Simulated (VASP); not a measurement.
# K (P6/mmm) in VASP: a series of runs

Runs on K. Level: RPBE. Tasks: single point.

Everything below comes from runs of VASP 6.6.1. Logs are shortened: lines on timing, memory, paths and dates and some standing lists are left out, and cuts for length are marked.

### Step 1. The cell of the first run

The structure is hexagonal, space group P6/mmm (No. 191). The conventional cell has a = 7.583 Å, b = 7.583 Å, c = 4.505 Å, α = 90.00°, β = 90.00°, γ = 120.00°. Within 5.7 Å of K (site symmetry -6m2) lie 11 K at 4.38 to 4.92 Å.

This isn't the form of K at room conditions, which is bcc.

### Step 2. Single point, RPBE (74.78 Å³/atom)

INCAR

```
SYSTEM = K
ALGO = Normal ; EDIFF = 1E-6
ENCUT = 520 ; GGA = RP
ISIF = 2 ; ISMEAR = -1
LASPH = .TRUE. ; LCHARG = .FALSE.
LREAL = .FALSE. ; LWAVE = .FALSE.
NBANDS = 20 ; NELM = 100
PREC = Accurate ; SIGMA = 0.1
```

KPOINTS

```
k-points
0
G
  6 6 8
  0 0 0
```

POSCAR

```
K
1.0
    7.5829952240      0.0000000000      0.0000000000
   -3.7914976120      6.5670665008      0.0000000000
    0.0000000000      0.0000000000      4.5047745012
K
3
Direct
    1.0000000000      1.0000000000      1.0000000000
    0.3333333333      0.6666666667      0.5000000000
    0.6666666667      0.3333333333      0.5000000000
```

Potentials or basis: VASP PAW PBE potentials, release 64 (K_sv).

The run is started by

```sh
cat potpaw_PBE.64/K_sv/POTCAR > POTCAR
mpirun -np 1 vasp_std > vasp.out
```

OUTCAR:

```text
SYSTEM = K
   EDIFF = 1E-6
   ENCUT = 520
   GGA = RP
   ISIF = 2
   ISMEAR = -1
   LASPH = .TRUE.
   LREAL = .FALSE.
   NELM = 100
   PREC = Accurate

 ion  position               nearest neighbor table
   1  0.000  0.000  0.000-
   2  0.333  0.667  0.500-
   3  0.667  0.333  0.500-

  LATTYP: Found a hexagonal cell.
 ALAT       =     7.5829952240
 C/A-ratio  =     0.5940626847

  Lattice vectors:

 A1 = (   7.5829952240,   0.0000000000,   0.0000000000)
 A2 = (  -3.7914976120,   6.5670665008,   0.0000000000)
 A3 = (   0.0000000000,   0.0000000000,   4.5047745012)

Analysis of symmetry for initial positions (statically):
=====================================================================
 Subroutine PRICEL returns:
 Original cell was already a primitive cell.

 Routine SETGRP: Setting up the symmetry group for a
 hexagonal supercell.

 Subroutine GETGRP returns: Found 24 space group operations
 (whereof 24 operations were pure point group operations)
 out of a pool of 24 trial point group operations.

The static configuration has the point symmetry D_6h.

Analysis of symmetry for dynamics (positions and initial velocities):
=====================================================================
 Subroutine PRICEL returns:
 Original cell was already a primitive cell.

 Routine SETGRP: Setting up the symmetry group for a
 hexagonal supercell.

 Subroutine GETGRP returns: Found 24 space group operations
 (whereof 24 operations were pure point group operations)
 out of a pool of 24 trial point group operations.

The dynamic configuration has the point symmetry D_6h.

 Subroutine INISYM returns: Found 24 space group operations
 (whereof 24 operations are pure point group operations),
 and found     1 'primitive' translations

----------------------------------------------------------------------------------------

                                     Primitive cell

  volume of cell :     224.3289

  direct lattice vectors                    reciprocal lattice vectors
     7.582995224  0.000000000  0.000000000     0.131874012  0.076137496  0.000000000
    -3.791497612  6.567066501  0.000000000     0.000000000  0.152274992  0.000000000
     0.000000000  0.000000000  4.504774501     0.000000000  0.000000000  0.221986694

  length of vectors
     7.582995224  7.582995224  4.504774501     0.152274992  0.152274992  0.221986694

  position of ions in fractional coordinates (direct lattice)
     0.000000000  0.000000000  0.000000000
     0.333333333  0.666666667  0.500000000
     0.666666667  0.333333333  0.500000000

  ion indices of the primitive-cell ions
   primitive index   ion index
                 1           1
                 2           2
                 3           3

----------------------------------------------------------------------------------------

 KPOINTS: k-points

Automatic generation of k-mesh.
 Grid dimensions read from file:
 generate k-points for:    6    6    8

 Generating k-lattice:

  Cartesian coordinates                     Fractional coordinates (reciprocal lattice)
     0.021979002  0.012689583  0.000000000     0.166666667  0.000000000  0.000000000
     0.000000000  0.025379165  0.000000000     0.000000000  0.166666667  0.000000000
     0.000000000  0.000000000  0.027748337     0.000000000  0.000000000  0.125000000

  Length of vectors
     0.025379165  0.025379165  0.027748337

  Shift w.r.t. Gamma in fractional coordinates (k-lattice)
     0.000000000  0.000000000  0.000000000

 Subroutine IBZKPT returns following result:
 ===========================================

 Found     35 irreducible k-points:

 Following reciprocal coordinates:
            Coordinates               Weight
  0.000000  0.000000  0.000000      1.000000
  0.166667  0.000000  0.000000      6.000000
  0.333333  0.000000  0.000000      6.000000
  0.500000  0.000000  0.000000      3.000000
  0.166667  0.166667  0.000000      6.000000
  0.333333  0.166667  0.000000     12.000000
[... 16 lines left out ...]
  0.166667  0.000000  0.375000     12.000000
  0.333333  0.000000  0.375000     12.000000
 [... further k-points ...]
   k-points           NKPTS =     35   k-points in BZ     NKDIM =     35   number of bands    NBANDS=     20
   number of dos      NEDOS =    301   number of ions     NIONS =      3
   total plane-waves  NPLWV = 112896
   dimension x,y,z NGX =    56 NGY =   56 NGZ =   36
   dimension x,y,z NGXF=   112 NGYF=  112 NGZF=   72
   ions per type =               3
   NGX,Y,Z   is equivalent  to a cutoff of  12.28, 12.28, 13.29 a.u.
   NGXF,Y,Z  is equivalent  to a cutoff of  24.55, 24.55, 26.57 a.u.
 SYSTEM =  K
   PREC   = accura    normal or accurate (medium, high low for compatibility)
   ISTART =      0    job   : 0-new  1-cont  2-samecut
   ICHARG =      2    charge: 1-file 2-atom 10-const
   ISPIN  =      1    spin polarized calculation?
   LNONCOLLINEAR =      F non collinear calculations
   LSORBIT =      F    spin-orbit coupling
   LASPH  =      T    aspherical Exc in radial PAW
   ENCUT  =  520.0 eV  38.22 Ry    6.18 a.u.  14.10 14.10  8.38*2*pi/ulx,y,z
   NELM   =    100;   NELMIN=  2; NELMDL= -5     # of ELM steps
   EDIFF  = 0.1E-05   stopping-criterion for ELM
   LREAL  =      F    real-space projection
   EDIFFG = 0.1E-04   stopping-criterion for IOM
   NSW    =      0    number of steps for IOM
   IBRION =     -1    ionic relax: 0-MD 1-quasi-New 2-CG
   NFREE  =      0    steps in history (QN), initial steepest desc. (CG)
   ISIF   =      2    stress and relaxation
   ISYM   =      2    0-nonsym 1-usesym 2-fastsym
   POTIM  = 0.5000    time-step for ionic-motion
   TEBEG  =    0.0;   TEEND  =   0.0 temperature during run
   PSTRESS=    0.0 pullay stress
   NELECT =      27.0000    total number of electrons
   NUPDOWN=      -1.0000    fix difference up-down
   EMIN   =  10.00;   EMAX   =-10.00  energy-range for DOS
   EFERMI =   0.00;   METHOD = LEGACY
   ISMEAR =    -1;   SIGMA  =   0.10  broadening in eV -4-tet -1-fermi 0-gaus
   EFERMI_NEDOS =   21; number of points for ismear=-14 and -15
   IALGO  =     38    algorithm
   IMIX   =      4    mixing-type and parameters
     AMIX     =   0.40;   BMIX     =  1.00
     AMIX_MAG =   1.60;   BMIX_MAG =  1.00
  volume/ion in A,a.u.               =      74.78       504.62
  Fermi-wavevector in a.u.,A,eV,Ry     =   0.808291  1.527448  8.889150  0.653334
  Thomas-Fermi vector in A             =   1.917069
   LORBIT       =      0    0 simple, 1 ext, 2 COOP (PROOUT), +10 PAW based schemes
   GGA     = RP    functional components
   LHFCALC =     F    Hartree Fock is set to
   AEXX    =    0.0000 exact exchange contribution
   IVDW    =     0    specifies the selected vdW correction
   LEPSILON=     F    determine dielectric tensor
   LRPA    =     F    only Hartree local field effects (RPA)
 non-spin polarized calculation
  energy-cutoff  :      520.00
  volume of cell :      224.33
 maximum number of plane-waves:      6084
   NGX = 29   NGY = 29   NGZ = 17

 number of electron      26.9999999 magnetization

 Free energy of the ion-electron system (eV)
  ---------------------------------------------------
  ext. energy  EPLUGINS =         0.00000000
  ---------------------------------------------------
  free energy    TOTEN  =        -2.81226304 eV

  energy without entropy =       -2.73165346  energy(sigma->0) =       -2.77195825

 E-fermi :  -0.0245     XC(G=0):  -5.4761

 val. band max:       -0.0266287893   @ k =   0.1667   0.1667   0.0000
 cond. band min:       0.0517400570   @ k =   0.1667   0.1667   0.5000
 fundamental gap:      0.0783688463
 Fermi energy:        -0.0244581328

 k-point     1 :       0.0000    0.0000    0.0000
  band No.  band energies     occupation
      1     -32.3285      2.00000
      2     -32.3236      2.00000
      3     -32.2271      2.00000
      4     -15.7908      2.00000
      5     -15.7908      2.00000
      6     -15.7471      2.00000
[... 12 lines left out ...]
     19       1.6883      0.00000
     20       3.7616      0.00000

 k-point     2 :       0.1667    0.0000    0.0000
  band No.  band energies     occupation
      1     -32.3282      2.00000
      2     -32.3239      2.00000
      3     -32.2271      2.00000
      4     -15.7924      2.00000
      5     -15.7891      2.00000
      6     -15.7481      2.00000
[... 12 lines left out ...]
     19       2.2862      0.00000
     20       3.7952      0.00000

 k-point     3 :       0.3333    0.0000    0.0000
  band No.  band energies     occupation
      1     -32.3275      2.00000
      2     -32.3247      2.00000
      3     -32.2271      2.00000
      4     -15.7954      2.00000
      5     -15.7838      2.00000
      6     -15.7525      2.00000
[... 12 lines left out ...]
     19       2.9919      0.00000
     20       3.4564      0.00000

 k-point     4 :       0.5000    0.0000    0.0000
  band No.  band energies     occupation
      1     -32.3269      2.00000
      2     -32.3253      2.00000
      3     -32.2271      2.00000
      4     -15.7968      2.00000
      5     -15.7792      2.00000
      6     -15.7570      2.00000
[... 12 lines left out ...]
     19       3.0547      0.00000
     20       3.2216      0.00000

 k-point     5 :       0.1667    0.1667    0.0000
  band No.  band energies     occupation
      1     -32.3277      2.00000
      2     -32.3245      2.00000
      3     -32.2271      2.00000
      4     -15.7945      2.00000
      5     -15.7855      2.00000
      6     -15.7515      2.00000
[... 12 lines left out ...]
     19       2.8222      0.00000
     20       3.5575      0.00000
[... 353 lines left out ...]
      6     -15.7665      2.00000
[... 12 lines left out ...]
     19       2.6812      0.00000
     20       2.6812      0.00000

 k-point    22 :       0.0000    0.0000    0.3750
  band No.  band energies     occupation
      1     -32.3266      2.00000
      2     -32.3218      2.00000
      3     -32.2253      2.00000
      4     -15.7864      2.00000
      5     -15.7857      2.00000
      6     -15.7857      2.00000
[... 12 lines left out ...]
     19       3.0330      0.00000
     20       3.1071      0.00000

 k-point    23 :       0.1667    0.0000    0.3750
  band No.  band energies     occupation
      1     -32.3263      2.00000
      2     -32.3221      2.00000
      3     -32.2253      2.00000
      4     -15.7868      2.00000
      5     -15.7860      2.00000
      6     -15.7836      2.00000
[... 12 lines left out ...]
     19       2.7233      0.00000
     20       2.9929      0.00000

 k-point    24 :       0.3333    0.0000    0.3750
  band No.  band energies     occupation
      1     -32.3256      2.00000
      2     -32.3228      2.00000
      3     -32.2253      2.00000
      4     -15.7887      2.00000
      5     -15.7847      2.00000
      6     -15.7790      2.00000
[... 12 lines left out ...]
     19       2.1928      0.00000
     20       3.0361      0.00000

 [... further k-points ...]

------------------------ aborting loop because EDIFF is reached ----------------------------------------

  FORCE on cell =-STRESS in cart. coord.  units (eV):
  Direction    XX          YY          ZZ          XY          YZ          ZX
  --------------------------------------------------------------------------------------
  -------------------------------------------------------------------------------------
  Total        0.3873947      0.3873947      0.4120042      0.0000000      0.0000000      0.0000000
  in kB        2.7668079      2.7668079      2.9425712      0.0000000      0.0000000      0.0000000
  external PRESSURE =       2.8253957 kB  Pullay stress =       0.0000000 kB

 VOLUME and BASIS-vectors are now :
 -----------------------------------------------------------------------------
  energy-cutoff  :      520.00
  volume of cell :      224.33
      direct lattice vectors                 reciprocal lattice vectors
     7.582995224  0.000000000  0.000000000     0.131874012  0.076137496  0.000000000
    -3.791497612  6.567066501  0.000000000     0.000000000  0.152274992  0.000000000
     0.000000000  0.000000000  4.504774501     0.000000000  0.000000000  0.221986694

 POSITION                                       TOTAL-FORCE (eV/Angst)
 -----------------------------------------------------------------------------------
      0.00000      0.00000      0.00000        -0.000000     -0.000000      0.000000
     -0.00000      4.37804      2.25239         0.000000      0.000000      0.000000
      3.79150      2.18902      2.25239        -0.000000      0.000000      0.000000
 -----------------------------------------------------------------------------------
    total drift:                                0.000000     -0.000000      0.000000

  FREE ENERGIE OF THE ION-ELECTRON SYSTEM (eV)
  ---------------------------------------------------
  free  energy   TOTEN  =        -2.8122630376 eV

  energy  without entropy=       -2.7316534648  energy(sigma->0) =       -2.77195825
```

Run time: 2.2 min. Hardware: 1 thread of Oxide Virtual Turin-like, shared host; peak memory 0.33 GiB.

What came out:

| Quantity | Value |
| --- | --- |
| Free energy | -2.8123 eV |
| Pressure | 0.3 GPa |
| Band gap on the k mesh | zero (an odd number of electrons rules out a gap without spin polarisation) |

Caveat: the PAW data sets were made with another functional, which shifts forces and pressure a little.

### Step 3. Single point, RPBE (78.03 Å³/atom)

This run uses another cell than the first one, of 78.03 Å³/atom.

INCAR

```
PREC = Accurate
ENCUT = 520
EDIFF = 1E-6
ISMEAR = -1
SIGMA = 0.1
LREAL = F
LASPH = T
NELM = 60
ALGO = Normal
ISIF = 2
LWAVE = F
LCHARG = F
GGA = RP
NBANDS = 20
```

KPOINTS

```
Automatic mesh
0
Gamma
  6 6 8
```

POSCAR

```
K
1.0
    7.6913383650      0.0000000000      0.0000000000
   -3.8456691825      6.6608944131      0.0000000000
    0.0000000000      0.0000000000      4.5691371183
K
3
Direct
    1.0000000000      1.0000000000      1.0000000000
    0.3333333333      0.6666666667      0.5000000000
    0.6666666667      0.3333333333      0.5000000000
```

Potentials or basis: VASP PAW PBE potentials, release 64 (K_sv).

The run is started by

```sh
cat potpaw_PBE.64/K_sv/POTCAR > POTCAR
mpirun -np 1 vasp_std > vasp.out
```

It took 2.1 min on 1 thread of Oxide Virtual Turin-like, shared host; peak memory 0.37 GiB.

The run converged. Its results:

| Item | Value |
| --- | --- |
| Free energy | -2.8255 eV |
| Pressure | 0.1 GPa |
| Band gap on the k mesh | zero (an odd number of electrons rules out a gap without spin polarisation) |

Levels at points of the mesh, in eV from the Fermi level:
| k point | band 11 | band 12 | band 13 | band 14 | band 15 | band 16 |
| --- | --- | --- | --- | --- | --- | --- |
| (0.00, 0.00, 0.00) | -15.66 | -15.65 | -2.07 | 1.10 | 1.10 | 1.10 |
| (0.50, 0.00, 0.00) | -15.66 | -15.65 | -1.14 | -1.14 | 0.43 | 0.58 |
| (0.00, 0.00, 0.50) | -15.66 | -15.66 | -0.22 | -0.13 | 1.79 | 1.79 |
| (0.50, 0.00, 0.50) | -15.66 | -15.66 | 0.51 | 0.56 | 0.63 | 0.67 |

Caveat: the PAW data sets were made with another functional, which shifts forces and pressure a little.

The gap in the log of VASP goes by the Fermi energy; the results here count the filled bands.